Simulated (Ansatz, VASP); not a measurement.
## SrO: VASP beside Ansatz

```xyz
2
Lattice="0.0000 2.7923 2.7923 2.7923 0.0000 2.7923 2.7923 2.7923 0.0000" Properties=species:S:1:pos:R:3 pbc="T T T"
Sr    0.0000    0.0000    0.0000
O     1.3961    1.3961    1.3961
```

Alike in both runs: task single point; functional PBE; k mesh 8 × 8 × 8; non-collinear spin, spin-orbit coupling.

|  | VASP | Ansatz |
| --- | --- | --- |
| version | VASP 6.6.1 | Ansatz 0.2.0 |
| potentials or method | VASP PAW PBE potentials, release 64 (Sr_sv, O) | plane waves, PAW |
| plane-wave cutoff (eV) | 520 | 420 |
| occupations | gaussian, width 0.01 eV | fixed |
| valence electrons in the cell | 16 | 16 |

VASP gave:

- pressure (GPa): 1.4

Problem. Estimate Ansatz's values.

Solution. Pressure (GPa): 1.0.
